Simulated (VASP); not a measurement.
Write the native input for VASP 6.6.1 that does the following.

```yaml
Task: single point
Functional: LDA
Potentials_or_basis: VASP PAW LDA potentials, release 64 (Sn_d, O)
Cutoff: 520 eV
k_mesh: 6 × 6 × 8
Occupations: gaussian, width 0.05 eV
Spin: no spin polarisation
Dipole_correction: no
Further_INCAR_settings: ALGO = Normal; EDIFF = 1e-06; NBANDS = 35
```

The structure of SnO2 lies in POSCAR:

```
SnO2
1.0
    4.7201335122      0.0000000000      0.0000000000
    0.0000000000      4.7206343096      0.0000000000
    0.0000000000      0.0000000000      3.1888226875
Sn O
2 4
Direct
    0.4956629379      0.4949908701      0.5000000000
    0.0043459583     -0.0050168105      0.0000000000
    0.3033836187      0.3113433846      0.0000000000
    0.8354430984      0.2258520458      0.5000000000
    0.1965833773      0.8113149760      0.5000000000
    0.6645238976      0.7258804545      0.0000000000
```

This cell differs from its parent crystal: mode 4 frozen in at +0.090 Å and mode 7 at -0.116 Å (largest displacements).

The input as run:

INCAR

```
PREC = Accurate
ENCUT = 520
EDIFF = 1E-6
ISMEAR = 0
SIGMA = 0.05
LREAL = F
LASPH = T
NELM = 100
ALGO = Normal
ISIF = 2
LWAVE = F
LCHARG = F
GGA = CA
NBANDS = 35
```

KPOINTS

```
Automatic mesh
0
Gamma
  6 6 8
```

Potentials or basis: VASP PAW LDA potentials, release 64 (Sn_d, O).

Launch:

```sh
$ cat potpaw_LDA.64/Sn_d/POTCAR potpaw_LDA.64/O/POTCAR > POTCAR
$ mpirun -np 1 vasp_std > vasp.out
```

It gave:

```
Pressure               : 0.8 GPa
Largest force          : 0.784 eV/Å
Band gap on the k mesh : 1.27 eV, direct
```

Caveat: the cell differs from its parent crystal (mode 4 frozen in at +0.090 Å and mode 7 at -0.116 Å (largest displacements)); spin-orbit coupling is left out, which moves the levels of the heavy elements.

Wall time 2.3 min on 1 thread of Intel Xeon 6975P-C, with other jobs on the host, peak memory 0.29 GiB.
